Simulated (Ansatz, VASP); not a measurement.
One calculation of LaScF2, two programs

```
La Sc F
1.0
     0.00000    4.67784    4.67784
     4.67784    0.00000    4.67784
     4.67784    4.67784    0.00000
La Sc F
2 2 4
Direct
  0.75000 0.75000 0.75000
  0.50000 0.50000 0.50000
  0.00000 0.00000 0.00000
  0.25000 0.25000 0.25000
  0.12500 0.12500 0.12500
  0.12500 0.12500 0.62500
  0.12500 0.62500 0.12500
  0.62500 0.12500 0.12500
```

Alike in both runs: functional PBE; k mesh 4 × 4 × 4; occupations gaussian, width 0.1 eV; no spin polarisation.

Ansatz relaxed the structure, and its values are those at the end. VASP's run is a single point on that final structure, the one shown.

```csv
,VASP,Ansatz
version,VASP 6.6.1,Ansatz 0.2.0
potentials or method,"VASP PAW PBE potentials, release 64 (La, Sc_sv, F), cutoff 520 eV","scalar-relativistic, plane waves, PAW"
valence electrons in the cell,72,72
```

VASP gave:

```
gap on the k mesh at the Fermi level (eV) : none
pressure (GPa)                            : 0.0
```

Problem. What did Ansatz give for the same quantities?

Solution. gap on the k mesh at the Fermi level (eV): none; pressure (GPa): -0.2.

A gap of «none» marks a metal or a gap that the smearing closes.

Spin-orbit coupling is off throughout.
